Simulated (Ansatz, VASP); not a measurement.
## BeS in VASP and in Ansatz

File INCAR:

```
SYSTEM = BeS
PREC = Accurate
ENCUT = 520
EDIFF = 1E-8
ISMEAR = -1
SIGMA = 0.02
LREAL = .FALSE.
LASPH = .TRUE.
NELM = 100
ALGO = Normal
ISIF = 2
LWAVE = .FALSE.
LCHARG = .FALSE.
GGA = PE
LEFG = .TRUE.
NBANDS = 11
```

File KPOINTS:

```
Automatic mesh
0
G
  9 9 9
  0 0 0
```

File POSCAR:

```
BeS
1.0
    0.0000000000      2.4250000000      2.4250000000
    2.4250000000      0.0000000000      2.4250000000
    2.4250000000      2.4250000000      0.0000000000
Be S
1 1
Direct
    0.0000000000      0.0000000000      0.0000000000
    0.7500000000      0.7500000000      0.7500000000
```

Input for Ansatz:

```yaml
crystal:
  lattice:
    - [0.0, 2.425, 2.425]
    - [2.425, 0.0, 2.425]
    - [2.425, 2.425, 0.0]
  atoms:
    - { symbol: Be, position: [0.0, 0.0, 0.0] }
    - { symbol: S, position: [0.75, 0.75, 0.75] }
kpoints:
  mp_grid: { grid: [9, 9, 9] }
  band_path:
    path:
      - [0.0, 0.0, 0.0]
      - [-0.5, -0.5, 0.0]
      - [-0.375, -0.375, 0.25]
      - [-0.375, 0.0, 0.375]
      - [0.0, 0.0, 0.0]
      - [0.0, 0.0, 0.5]
      - [-0.5, -0.25, 0.25]
      - [-0.5, -0.5, 0.0]
    npoints: 14
scf:
  occupations: { method: fermi_dirac, width: 0.02 }
hamiltonian:
  xc: pbe
  pseudopotentials: { kind: paw }
output:
  forces: true
  stress: true
  eigenvalues: true
  efg: { contact_densities: true }
  populations: true
  bader: true
  dos: { projected: true, de: 0.2, e_range: [-14, 8] }
  write_density: true
  write_potential: true
  elf: true
  volumetric_format: npy
```

Alike in both runs: task electric field gradients; functional PBE; k mesh 9 × 9 × 9; occupations fermi-dirac, width 0.02 eV; no spin polarisation.

|  | VASP | Ansatz |
| --- | --- | --- |
| version | VASP 6.6.1 | Ansatz 0.2.0 |
| potentials or method | VASP PAW PBE potentials, release 64 (Be, S) | PAW with Ansatz's default frozen-core files, scalar-relativistic |
| plane-wave cutoff (eV) | 520 | 420 |
| valence electrons in the cell | 8 | 8 |

|  | VASP | Ansatz | Ansatz less VASP |
| --- | --- | --- | --- |
| gap on the k mesh at the Fermi level (eV) | 3.20 | 3.20 | -0.001 |
| pressure (GPa) | 1.6 | 1.5 | -0.01 |

The functional is the same, so the differences come from potentials, cutoffs and numerics.
